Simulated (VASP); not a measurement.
Set up this calculation in VASP 6.6.1, as the native input.

```yaml
Task: single point
Functional: PBE
Potentials_or_basis: VASP PAW PBE potentials, release 64 (Ti_sv, Al)
Cutoff: 520 eV
k_mesh: 18 × 18 × 4
Occupations: gaussian, width 0.1 eV
Spin: no spin polarisation
Dipole_correction: no
Further_INCAR_settings: ALGO = Fast; EDIFF = 1e-06; NBANDS = 22
```

The structure of TiAl5 lies in POSCAR:

```
TiAl5
1.0
    2.8725431210      0.0000000000      0.0000000000
   -1.4362715605      2.4876953162      0.0000000000
    0.0000000000      0.0000000000     13.9644966176
Ti Al
1 5
Direct
    0.0000000000      0.0000000000      0.0000000000
    0.6666666667      0.3333333333      0.1623571702
    0.0000000000      0.0000000000      0.3284849954
    0.6666666667      0.3333333333      0.5000000000
    0.0000000000      0.0000000000      0.6715150046
    0.6666666667      0.3333333333      0.8376428298
```

The cell was built from a structure type or drawn by symmetry, and may not be a known phase.

These files were run (other wordings do the same):

INCAR

```
PREC = Accurate ; ENCUT = 520
EDIFF = 1E-6 ; ISMEAR = 0
SIGMA = 0.1 ; LREAL = False
LASPH = True ; NELM = 60
ALGO = Fast ; ISIF = 2
LWAVE = False ; LCHARG = False
GGA = PE ; NBANDS = 22
```

KPOINTS

```
regular mesh
0
Gamma
  18 18 4
```

Potentials or basis: VASP PAW PBE potentials, release 64 (Ti_sv, Al).

Command:

```sh
$ cat potpaw_PBE.64/Ti_sv/POTCAR potpaw_PBE.64/Al/POTCAR > POTCAR
$ mpirun -np 1 vasp_std > vasp.out
```

It gave:

The pressure is -0.1 GPa and the band gap on the k mesh is zero (an odd number of electrons rules out a gap without spin polarisation).

Run time: 16 min on 1 thread of Intel Xeon 8259CL, with other jobs on the host, peak memory 0.4 GiB.
